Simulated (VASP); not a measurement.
**MnSn2: single point with PBEsol**

MnSn2:

```
Mn Sn
1.0
    -3.32300    3.32300    2.71250
     3.32300   -3.32300    2.71250
     3.32300    3.32300   -2.71250
Mn Sn
2 4
Direct
  0.75000 0.75000 0.00000
  0.25000 0.25000 0.00000
  0.15900 0.65900 0.81800
  0.65900 0.84100 0.50000
  0.84100 0.34100 0.18200
  0.34100 0.15900 0.50000
```

```yaml
Program: VASP 6.6.1
Task: single point
Functional: PBEsol
Potentials_or_basis: VASP PAW PBE potentials, release 64 (Mn_pv, Sn_d)
Cutoff: 500 eV
k_mesh: 8 × 8 × 8
Occupations: gaussian, width 0.1 eV
Spin: collinear spin, ferromagnetic start
Starting_moments: "[4.29, 4.29, 0.22, 0.22, 0.22, 0.22] μB"
Fixed_moment: 10 μB
```

```yaml
Pressure: 10.2 GPa
Largest_force: 0.178 eV/Å
Net_moment: 10.00 μB per cell
Site_moments: Mn +3.89; Sn +0.25 μB
Valence_electrons_inside_the_program's_atomic_spheres: Mn 11.56; Sn 12.34
```

Forces in eV/Å, atoms in the order of the input:
```
Mn   0.000  0.000  0.000
Mn   0.000  0.000  0.000
Sn   0.126  0.126  0.000
Sn  -0.126  0.126  0.000
Sn  -0.126 -0.126  0.000
Sn   0.126 -0.126  0.000
```

Stress tensor (GPa, compression positive):
```
 9.86  0.00  0.00
 0.00  9.86  0.00
 0.00  0.00 10.75
```

Run time: 2.9 min on 4 MPI ranks on Intel(R) Xeon(R) Platinum 8259CL CPU @ 2.50GHz (Skylake/Cascade Lake) (shared host), peak memory 0.63 GiB a rank.

Caveat: the cell stands under pressure; the PAW data sets were made with another functional, which shifts forces and pressure a little; the total moment is fixed, so each spin has its own Fermi level and the state may be an excited one.
